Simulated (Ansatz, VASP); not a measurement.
One calculation of Si4C, two programs

Contents of INCAR:

```
SYSTEM = Si4C
PREC = Accurate ; ENCUT = 600
EDIFF = 1E-6 ; ISMEAR = 0
SIGMA = 0.1 ; LREAL = .False.
LASPH = .True. ; NELM = 80
ALGO = Normal ; ISIF = 3
LWAVE = .False. ; LCHARG = .False.
GGA = PE ; IBRION = 2
NSW = 100 ; EDIFFG = -0.01
```

KPOINTS

```
Automatic mesh
0
Gamma
  10 10 10
  0 0 0
```

POSCAR

```
Si4C
1.0
    0.0000000000      3.4687842063      3.4687842063
    3.4687842063      0.0000000000      3.4687842063
    3.4687842063      3.4687842063      0.0000000000
Si C
4 1
Direct
    0.6257779059      0.1226662822      0.6257779059
    0.6257779059      0.6257779059      0.6257779059
    0.1226662822      0.6257779059      0.6257779059
    0.6257779059      0.6257779059      0.1226662822
    0.2500000000      0.2500000000      0.2500000000
```

Input for Ansatz:

```yaml
crystal:
  lattice:
    - [0.0, 3.4687842063, 3.4687842063]
    - [3.4687842063, 0.0, 3.4687842063]
    - [3.4687842063, 3.4687842063, 0.0]
  atoms:
    - { symbol: Si, position: [0.6257779059, 0.1226662822, 0.6257779059] }
    - { symbol: Si, position: [0.6257779059, 0.6257779059, 0.6257779059] }
    - { symbol: Si, position: [0.1226662822, 0.6257779059, 0.6257779059] }
    - { symbol: Si, position: [0.6257779059, 0.6257779059, 0.1226662822] }
    - { symbol: C, position: [0.25, 0.25, 0.25] }
basis:
  ecutwfc: 420
kpoints:
  mp_grid: { grid: [10, 10, 10] }
hamiltonian:
  xc: pbe
scf:
  occupations: { method: gaussian, width: 0.1 }
output:
  forces: true
  stress: true
  eigenvalues: true
  write_density: true
  write_potential: true
  elf: true
  volumetric_format: npy
relax:
  adjacent_minimum: "off"
  f_tol: 0.01
  max_steps: 80
  cell: { stress_tol: 0.05 }
```

Alike in both runs: task relaxation of cell and atoms; functional PBE; k mesh 10 × 10 × 10; occupations gaussian, width 0.1 eV; no spin polarisation.

```csv
,VASP,Ansatz
version,VASP 6.6.1,Ansatz 0.2.0
potentials or method,"VASP PAW PBE potentials, release 64 (Si, C), cutoff 600 eV","scalar-relativistic, plane waves, PAW"
valence electrons in the cell,20,20
```

|  | VASP | Ansatz | Ansatz less VASP |
| --- | --- | --- | --- |
| gap on the k mesh at the Fermi level, each at its own relaxed structure (eV) | none | none | - |
| relaxed volume (Å³/atom) | 16.66 | 16.66 | +0.004 |
| relaxed length of the cell vector where the two differ most in proportion (Å) | 4.902 | 4.902 | +0.0004 |

A gap of «none» marks a metal or a gap that the smearing closes.

Noted on VASP's run: too few bands were computed for a metal, which touches its energy and stress.
